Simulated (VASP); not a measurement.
# AlCo (CsCl type) (Pm-3m) in VASP: notebook

AlCo (CsCl type) is run at these levels: PBE; tasks: density of states.

All numbers are computed with VASP 6.6.1; they aren't measurements. Logs are shortened: lines on timing, memory, paths and dates and some standing lists are left out, and cuts for length are marked.

## (1) The cell of the first run

The structure is cubic, space group Pm-3m (No. 221). Conventional cell: a = 2.648 Å, b = 2.648 Å, c = 2.648 Å, α = 90.00°, β = 90.00°, γ = 90.00°. Co (site symmetry m-3m) has 8 Al at 2.29 Å and 6 Co at 2.65 Å within 3.0 Å. Within 3.0 Å of Al (site symmetry m-3m) lie 8 Co at 2.29 Å and 6 Al at 2.65 Å.

## (2) Density of states, PBE (volume scaled by 0.8)

Input file POSCAR:

```
AlCo
1.0
    2.6479131201      0.0000000000      0.0000000000
    0.0000000000      2.6479131201      0.0000000000
    0.0000000000      0.0000000000      2.6479131201
Co Al
1 1
Direct
    0.0000000000      0.0000000000      0.0000000000
    0.5000000000      0.5000000000      0.5000000000
```

Input file INCAR.step1:

```
  PREC = Accurate
  ENCUT = 520
  EDIFF = 1E-7
  ISMEAR = -1
  SIGMA = 0.08
  LREAL = False
  LASPH = True
  NELM = 60
  ALGO = Normal
  ISIF = 2
  LWAVE = False
  LCHARG = True
  LMAXMIX = 4
  GGA = PE
  NBANDS = 13
```

Input file KPOINTS.step1:

```
regular mesh
0
Gamma
  14 14 14
```

Input file INCAR.step2:

```
  PREC = Accurate
  ENCUT = 520
  EDIFF = 1E-7
  ISMEAR = -5
  SIGMA = 0.08
  LREAL = False
  LASPH = True
  NELM = 60
  ALGO = Normal
  ISIF = 2
  LWAVE = False
  LCHARG = False
  LMAXMIX = 4
  GGA = PE
  LORBIT = 11
  NBANDS = 13
  NEDOS = 2001
  ICHARG = 11
```

Input file KPOINTS.step2:

```
regular mesh
0
Gamma
  21 21 21
```

Potentials or basis: VASP PAW PBE potentials, release 64 (Co, Al).

On the command line:

```
> cat potpaw_PBE.64/Co/POTCAR potpaw_PBE.64/Al/POTCAR > POTCAR
> cp INCAR.step1 INCAR
> cp KPOINTS.step1 KPOINTS
> mpirun -np 1 vasp_std > vasp.out
> cp INCAR.step2 INCAR
> cp KPOINTS.step2 KPOINTS
> mpirun -np 1 vasp_std > vasp.out
```

OUTCAR:

```text
PREC = Accurate
   ENCUT = 520
   EDIFF = 1E-7
   ISMEAR = -5
   LREAL = False
   LASPH = True
   NELM = 60
   ISIF = 2
   GGA = PE
   LORBIT = 11
   ICHARG = 11

 ion  position               nearest neighbor table
   1  0.000  0.000  0.000-   2 2.29   2 2.29   2 2.29   2 2.29   2 2.29   2 2.29   2 2.29   2 2.29

   2  0.500  0.500  0.500-   1 2.29   1 2.29   1 2.29   1 2.29   1 2.29   1 2.29   1 2.29   1 2.29

  LATTYP: Found a simple cubic cell.
 ALAT       =     2.6479131201

  Lattice vectors:

 A1 = (   2.6479131201,   0.0000000000,   0.0000000000)
 A2 = (   0.0000000000,   2.6479131201,   0.0000000000)
 A3 = (   0.0000000000,   0.0000000000,   2.6479131201)

Analysis of symmetry for initial positions (statically):
=====================================================================
 Subroutine PRICEL returns:
 Original cell was already a primitive cell.

 Routine SETGRP: Setting up the symmetry group for a
 simple cubic supercell.

 Subroutine GETGRP returns: Found 48 space group operations
 (whereof 48 operations were pure point group operations)
 out of a pool of 48 trial point group operations.

The static configuration has the point symmetry O_h .

Analysis of symmetry for dynamics (positions and initial velocities):
=====================================================================
 Subroutine PRICEL returns:
 Original cell was already a primitive cell.

 Routine SETGRP: Setting up the symmetry group for a
 simple cubic supercell.

 Subroutine GETGRP returns: Found 48 space group operations
 (whereof 48 operations were pure point group operations)
 out of a pool of 48 trial point group operations.

The dynamic configuration has the point symmetry O_h .

 Subroutine INISYM returns: Found 48 space group operations
 (whereof 48 operations are pure point group operations),
 and found     1 'primitive' translations

----------------------------------------------------------------------------------------

                                     Primitive cell

  volume of cell :      18.5657

  direct lattice vectors                    reciprocal lattice vectors
     2.647913120  0.000000000  0.000000000     0.377655895  0.000000000  0.000000000
     0.000000000  2.647913120  0.000000000     0.000000000  0.377655895  0.000000000
     0.000000000  0.000000000  2.647913120     0.000000000  0.000000000  0.377655895

  length of vectors
     2.647913120  2.647913120  2.647913120     0.377655895  0.377655895  0.377655895

  position of ions in fractional coordinates (direct lattice)
     0.000000000  0.000000000  0.000000000
     0.500000000  0.500000000  0.500000000

  ion indices of the primitive-cell ions
   primitive index   ion index
                 1           1
                 2           2

----------------------------------------------------------------------------------------

 KPOINTS: regular mesh

Automatic generation of k-mesh.
 Grid dimensions read from file:
 generate k-points for:   21   21   21

 Generating k-lattice:

  Cartesian coordinates                     Fractional coordinates (reciprocal lattice)
     0.017983614  0.000000000  0.000000000     0.047619048  0.000000000  0.000000000
     0.000000000  0.017983614  0.000000000     0.000000000  0.047619048  0.000000000
     0.000000000  0.000000000  0.017983614     0.000000000  0.000000000  0.047619048

  Length of vectors
     0.017983614  0.017983614  0.017983614

  Shift w.r.t. Gamma in fractional coordinates (k-lattice)
     0.000000000  0.000000000  0.000000000

 TETIRR: Found   4601 inequivalent tetrahedra from    55566

 Subroutine IBZKPT returns following result:
 ===========================================

 Found    286 irreducible k-points:

 Following reciprocal coordinates:
            Coordinates               Weight
  0.000000  0.000000  0.000000      1.000000
  0.047619  0.000000  0.000000      6.000000
  0.095238  0.000000  0.000000      6.000000
  0.142857  0.000000  0.000000      6.000000
  0.190476  0.000000  0.000000      6.000000
  0.238095  0.000000  0.000000      6.000000
[... 16 lines left out ...]
  0.142857  0.095238  0.000000     24.000000
  0.190476  0.095238  0.000000     24.000000
 [... further k-points ...]
   k-points           NKPTS =    286   k-points in BZ     NKDIM =    286   number of bands    NBANDS=     13
   number of dos      NEDOS =   2001   number of ions     NIONS =      2
   total plane-waves  NPLWV =   8000
   dimension x,y,z NGX =    20 NGY =   20 NGZ =   20
   dimension x,y,z NGXF=    40 NGYF=   40 NGZF=   40
   ions per type =               1   1
   NGX,Y,Z   is equivalent  to a cutoff of  12.56, 12.56, 12.56 a.u.
   NGXF,Y,Z  is equivalent  to a cutoff of  25.11, 25.11, 25.11 a.u.
 SYSTEM =  unknown system
   PREC   = accura    normal or accurate (medium, high low for compatibility)
   ISTART =      0    job   : 0-new  1-cont  2-samecut
   ICHARG =     11    charge: 1-file 2-atom 10-const
   ISPIN  =      1    spin polarized calculation?
   LNONCOLLINEAR =      F non collinear calculations
   LSORBIT =      F    spin-orbit coupling
   LASPH  =      T    aspherical Exc in radial PAW
   ENCUT  =  520.0 eV  38.22 Ry    6.18 a.u.   4.92  4.92  4.92*2*pi/ulx,y,z
   NELM   =     60;   NELMIN=  2; NELMDL=  0     # of ELM steps
   EDIFF  = 0.1E-06   stopping-criterion for ELM
   LREAL  =      F    real-space projection
   EDIFFG = 0.1E-05   stopping-criterion for IOM
   NSW    =      0    number of steps for IOM
   IBRION =     -1    ionic relax: 0-MD 1-quasi-New 2-CG
   NFREE  =      0    steps in history (QN), initial steepest desc. (CG)
   ISIF   =      2    stress and relaxation
   ISYM   =      2    0-nonsym 1-usesym 2-fastsym
   POTIM  = 0.5000    time-step for ionic-motion
   TEBEG  =    0.0;   TEEND  =   0.0 temperature during run
   PSTRESS=    0.0 pullay stress
   NELECT =      12.0000    total number of electrons
   NUPDOWN=      -1.0000    fix difference up-down
   EMIN   =  10.00;   EMAX   =-10.00  energy-range for DOS
   EFERMI =   0.00;   METHOD = LEGACY
   ISMEAR =    -5;   SIGMA  =   0.08  broadening in eV -4-tet -1-fermi 0-gaus
   EFERMI_NEDOS =   21; number of points for ismear=-14 and -15
   IALGO  =     38    algorithm
   IMIX   =      4    mixing-type and parameters
     AMIX     =   0.40;   BMIX     =  1.00
     AMIX_MAG =   1.60;   BMIX_MAG =  1.00
  volume/ion in A,a.u.               =       9.28        62.64
  Fermi-wavevector in a.u.,A,eV,Ry     =   1.415462  2.674835 27.259713  2.003532
  Thomas-Fermi vector in A             =   2.536898
   LORBIT       =     11    0 simple, 1 ext, 2 COOP (PROOUT), +10 PAW based schemes
   GGA     = PE    functional components
   LHFCALC =     F    Hartree Fock is set to
   AEXX    =    0.0000 exact exchange contribution
   IVDW    =     0    specifies the selected vdW correction
   LEPSILON=     F    determine dielectric tensor
   LRPA    =     F    only Hartree local field effects (RPA)
 non-spin polarized calculation
 Fermi weights with tetrahedron method with Bloechl corrections
  energy-cutoff  :      520.00
  volume of cell :       18.57
 maximum number of plane-waves:       515
 NGX is ok and might be reduce to    20

 number of electron      11.9999996 magnetization

 Free energy of the ion-electron system (eV)
  ---------------------------------------------------
  ext. energy  EPLUGINS =         0.00000000
  ---------------------------------------------------
  free energy    TOTEN  =       -11.23068683 eV

  energy without entropy =      -11.23068683  energy(sigma->0) =      -11.23068683

 E-fermi :  13.8977     XC(G=0): -13.3849

 val. band max:       13.8832209109   @ k =   0.4762   0.3333   0.3333
 cond. band min:      13.9028454877   @ k =   0.4286   0.4286   0.0952
 fundamental gap:      0.0196245768
 Fermi energy:        13.8976784605

 k-point     1 :       0.0000    0.0000    0.0000
  band No.  band energies     occupation
      1       1.2054      2.00000
      2       9.7358      2.00000
      3       9.7358      2.00000
      4      12.7112      2.00000
      5      12.7112      2.00000
      6      12.7112      2.00000
      7      21.0633      0.00000
      8      21.0633      0.00000
      9      21.0633      0.00000
     10      23.5528      0.00000
     11      23.5528      0.00000
     12      33.7644      0.00000
     13      38.3719      0.00000

 k-point     2 :       0.0476    0.0000    0.0000
  band No.  band energies     occupation
      1       1.2560      2.00000
      2       9.7365      2.00000
      3       9.7523      2.00000
      4      12.6800      2.00000
      5      12.6800      2.00000
      6      12.7147      2.00000
      7      20.4836      0.00000
      8      21.1334      0.00000
      9      21.1334      0.00000
     10      23.5336      0.00000
     11      24.1140      0.00000
     12      33.8997      0.00000
     13      37.6618      0.00000

 k-point     3 :       0.0952    0.0000    0.0000
  band No.  band energies     occupation
      1       1.4072      2.00000
      2       9.7329      2.00000
      3       9.8008      2.00000
      4      12.5912      2.00000
      5      12.5912      2.00000
      6      12.7249      2.00000
      7      19.3878      0.00000
      8      21.3391      0.00000
      9      21.3391      0.00000
     10      23.4768      0.00000
     11      25.1538      0.00000
     12      34.3091      0.00000
     13      36.4847      0.00000
[... 305 lines left out ...]
 k-point    23 :       0.1429    0.0952    0.0000
  band No.  band energies     occupation
      1       1.8556      2.00000
      2       9.7730      2.00000
      3       9.8914      2.00000
      4      12.3131      2.00000
      5      12.4670      2.00000
      6      12.6289      2.00000
      7      18.3333      0.00000
      8      20.0385      0.00000
      9      21.9418      0.00000
     10      24.4139      0.00000
     11      26.9250      0.00000
     12      33.4469      0.00000
     13      35.3047      0.00000

 k-point    24 :       0.1905    0.0952    0.0000
  band No.  band energies     occupation
      1       2.1989      2.00000
      2       9.7103      2.00000
      3       9.9906      2.00000
      4      12.1419      2.00000
      5      12.3083      2.00000
      6      12.6484      2.00000
      7      17.2716      0.00000
      8      20.3320      0.00000
      9      22.3764      0.00000
     10      24.4103      0.00000
     11      27.9418      0.00000
     12      32.3096      0.00000
     13      34.1241      0.00000

 [... further k-points ...]
[... 5 lines left out ...]
  --------------------------------------------------------------------------------------
  -------------------------------------------------------------------------------------
  Total        7.2279646      7.2279646      7.2279646      0.0000000      0.0000000     -0.0000000
  in kB      623.7569615    623.7569615    623.7569615      0.0000000      0.0000000     -0.0000000
  external PRESSURE =     623.7569615 kB  Pullay stress =       0.0000000 kB

 VOLUME and BASIS-vectors are now :
 -----------------------------------------------------------------------------
  energy-cutoff  :      520.00
  volume of cell :       18.57
      direct lattice vectors                 reciprocal lattice vectors
     2.647913120  0.000000000  0.000000000     0.377655895  0.000000000  0.000000000
     0.000000000  2.647913120  0.000000000     0.000000000  0.377655895  0.000000000
     0.000000000  0.000000000  2.647913120     0.000000000  0.000000000  0.377655895

 POSITION                                       TOTAL-FORCE (eV/Angst)
 -----------------------------------------------------------------------------------
      0.00000      0.00000      0.00000         0.000000      0.000000      0.000000
      1.32396      1.32396      1.32396         0.000000      0.000000      0.000000
 -----------------------------------------------------------------------------------
    total drift:                                0.000000      0.000000      0.000000

  FREE ENERGIE OF THE ION-ELECTRON SYSTEM (eV)
  ---------------------------------------------------
  free  energy   TOTEN  =       -11.2306868334 eV

  energy  without entropy=      -11.2306868334  energy(sigma->0) =      -11.23068683

 total charge

# of ion       s       p       d       tot
------------------------------------------
    1        0.532   0.724   7.702   8.958
    2        0.434   0.545   0.000   0.979
--------------------------------------------------
tot          0.966   1.269   7.702   9.937
```

Wall time 24 s (1 thread of Intel Xeon 6975P-C (Granite Rapids), shared host); peak memory 0.19 GiB.

What came out:

* Valence electrons inside the program's atomic spheres: Co 8.96; Al 0.98

Levels at points of the mesh, in eV from the Fermi level:
| k point | band 4 | band 5 | band 6 | band 7 | band 8 | band 9 |
| --- | --- | --- | --- | --- | --- | --- |
| (0.00, 0.00, 0.00) | -1.19 | -1.19 | -1.19 | 7.17 | 7.17 | 7.17 |

Caveat: the cell differs from its parent crystal (volume scaled by 0.8); tetrahedron occupations give inexact forces and stress in metals. Spin polarisation is off, so any magnetic state and its effect on volume and gap are missing.

## (3) Density of states, PBE

This run uses another cell than the first one, of 11.60 Å³/atom, 1.250 times its volume.

Input file POSCAR:

```
AlCo
1.0
    2.8523779411      0.0000000000      0.0000000000
    0.0000000000      2.8523779411      0.0000000000
    0.0000000000      0.0000000000      2.8523779411
Co Al
1 1
Direct
    0.0000000000      0.0000000000      0.0000000000
    0.5000000000      0.5000000000      0.5000000000
```

Input file INCAR.step1:

```
SYSTEM = AlCo
PREC = Accurate ; ENCUT = 520
EDIFF = 1E-6 ; ISMEAR = -1
SIGMA = 0.08 ; LREAL = .FALSE.
LASPH = .TRUE. ; NELM = 80
ALGO = Normal ; ISIF = 2
LWAVE = .FALSE. ; LCHARG = .TRUE.
LMAXMIX = 4 ; GGA = PE
NBANDS = 13
```

Input file KPOINTS.step1:

```
regular mesh
0
G
  14 14 14
  0 0 0
```

Input file INCAR.step2:

```
SYSTEM = AlCo
PREC = Accurate ; ENCUT = 520
EDIFF = 1E-6 ; ISMEAR = -5
SIGMA = 0.08 ; LREAL = .FALSE.
LASPH = .TRUE. ; NELM = 80
ALGO = Normal ; ISIF = 2
LWAVE = .FALSE. ; LCHARG = .FALSE.
LMAXMIX = 4 ; GGA = PE
LORBIT = 10 ; NBANDS = 13
NEDOS = 1001 ; ICHARG = 11
```

Input file KPOINTS.step2:

```
regular mesh
0
G
  21 21 21
  0 0 0
```

Potentials or basis: VASP PAW PBE potentials, release 64 (Co, Al).

On the command line:

```
> cat potpaw_PBE.64/Co/POTCAR potpaw_PBE.64/Al/POTCAR > POTCAR
> cp INCAR.step1 INCAR
> cp KPOINTS.step1 KPOINTS
> mpirun -np 1 vasp_std > vasp.out
> cp INCAR.step2 INCAR
> cp KPOINTS.step2 KPOINTS
> mpirun -np 1 vasp_std > vasp.out
```

Run time: 23 s. Hardware: 1 thread of Intel Xeon 6975P-C (Granite Rapids), shared host; peak memory 0.21 GiB.

It converged, with:

| Property | Result |
| --- | --- |
| Valence electrons inside the program's atomic spheres | Co 8.44; Al 0.82 |

Levels at points of the mesh, in eV from the Fermi level:
| k point | band 4 | band 5 | band 6 | band 7 | band 8 | band 9 |
| --- | --- | --- | --- | --- | --- | --- |
| (0.00, 0.00, 0.00) | -0.86 | -0.86 | -0.86 | 5.93 | 5.93 | 5.93 |

Caveat: tetrahedron occupations give inexact forces and stress in metals.

## (4) Density of states, PBE (volume scaled by 0.55)

Input file POSCAR:

```
AlCo
1.0
    2.3370139189      0.0000000000      0.0000000000
    0.0000000000      2.3370139189      0.0000000000
    0.0000000000      0.0000000000      2.3370139189
Co Al
1 1
Direct
    0.0000000000      0.0000000000      0.0000000000
    0.5000000000      0.5000000000      0.5000000000
```

Input file INCAR.step1:

```
SYSTEM = AlCo
PREC = Accurate ; ENCUT = 520
EDIFF = 1E-7 ; ISMEAR = -1
SIGMA = 0.08 ; LREAL = .False.
LASPH = .True. ; NELM = 100
ALGO = Normal ; ISIF = 2
LWAVE = .False. ; LCHARG = .True.
LMAXMIX = 4 ; GGA = PE
NBANDS = 13
```

Input file KPOINTS.step1:

```
Automatic mesh
0
Gamma
  14 14 14
  0 0 0
```

Input file INCAR.step2:

```
SYSTEM = AlCo
PREC = Accurate ; ENCUT = 520
EDIFF = 1E-7 ; ISMEAR = -5
SIGMA = 0.08 ; LREAL = .False.
LASPH = .True. ; NELM = 100
ALGO = Normal ; ISIF = 2
LWAVE = .False. ; LCHARG = .False.
LMAXMIX = 4 ; GGA = PE
LORBIT = 11 ; NBANDS = 13
NEDOS = 2001 ; ICHARG = 11
```

Input file KPOINTS.step2:

```
Automatic mesh
0
Gamma
  21 21 21
  0 0 0
```

On the command line:

```
> cat potpaw_PBE.64/Co/POTCAR potpaw_PBE.64/Al/POTCAR > POTCAR
> cp INCAR.step1 INCAR
> cp KPOINTS.step1 KPOINTS
> mpirun -np 1 vasp_std > vasp.out
> cp INCAR.step2 INCAR
> cp KPOINTS.step2 KPOINTS
> mpirun -np 1 vasp_std > vasp.out
```

Wall time 80 s (1 thread of Intel Xeon 8259CL, shared host); peak memory 0.17 GiB.

It converged, with:

```
Valence electrons inside the program's atomic spheres : Co 10.33; Al 1.41
```

Levels at points of the mesh, in eV from the Fermi level:
```
           k point  band 3  band 4  band 5  band 6  band 7  band 8  band 9  band 10
(0.00, 0.00, 0.00)   -7.29   -2.09   -2.09   -2.09    9.86    9.86    9.86    11.35
```

Caveat: the cell differs from its parent crystal (volume scaled by 0.55); tetrahedron occupations give inexact forces and stress in metals.

## (5) Density of states, PBE (volume scaled by 0.64)

Input file POSCAR:

```
AlCo
1.0
    2.4581047942      0.0000000000      0.0000000000
    0.0000000000      2.4581047942      0.0000000000
    0.0000000000      0.0000000000      2.4581047942
Co Al
1 1
Direct
    0.0000000000      0.0000000000      0.0000000000
    0.5000000000      0.5000000000      0.5000000000
```

Input file INCAR.step1:

```
PREC = Accurate
ENCUT = 520
EDIFF = 1E-7
ISMEAR = -1
SIGMA = 0.08
LREAL = F
LASPH = T
NELM = 100
ALGO = Normal
ISIF = 2
LWAVE = F
LCHARG = T
LMAXMIX = 4
GGA = PE
NBANDS = 13
```

Input file KPOINTS.step1:

```
Automatic mesh
0
Gamma
  14 14 14
```

Input file INCAR.step2:

```
PREC = Accurate
ENCUT = 520
EDIFF = 1E-7
ISMEAR = -5
SIGMA = 0.08
LREAL = F
LASPH = T
NELM = 100
ALGO = Normal
ISIF = 2
LWAVE = F
LCHARG = F
LMAXMIX = 4
GGA = PE
LORBIT = 10
NEDOS = 1001
ICHARG = 11
```

Input file KPOINTS.step2:

```
Automatic mesh
0
Gamma
  21 21 21
```

On the command line:

```
> cat potpaw_PBE.64/Co/POTCAR potpaw_PBE.64/Al/POTCAR > POTCAR
> cp INCAR.step1 INCAR
> cp KPOINTS.step1 KPOINTS
> mpirun -np 1 vasp_std > vasp.out
> cp INCAR.step2 INCAR
> cp KPOINTS.step2 KPOINTS
> mpirun -np 1 vasp_std > vasp.out
```

It took 70 s on 1 thread of Intel Xeon 8259CL, shared host; peak memory 0.17 GiB.

Results (log left out):

```yaml
Valence_electrons_inside_the_program's_atomic_spheres: Co 9.69; Al 1.21
```

Levels at points of the mesh, in eV from the Fermi level:
```tsv
k point	band 3	band 4	band 5	band 6	band 7	band 8	band 9	band 10
(0.00, 0.00, 0.00)	-5.81	-1.65	-1.65	-1.65	8.67	8.67	8.67	10.67
```

Caveat: the cell differs from its parent crystal (volume scaled by 0.64); tetrahedron occupations give inexact forces and stress in metals. Spin polarisation is off, so any magnetic state and its effect on volume and gap are missing.
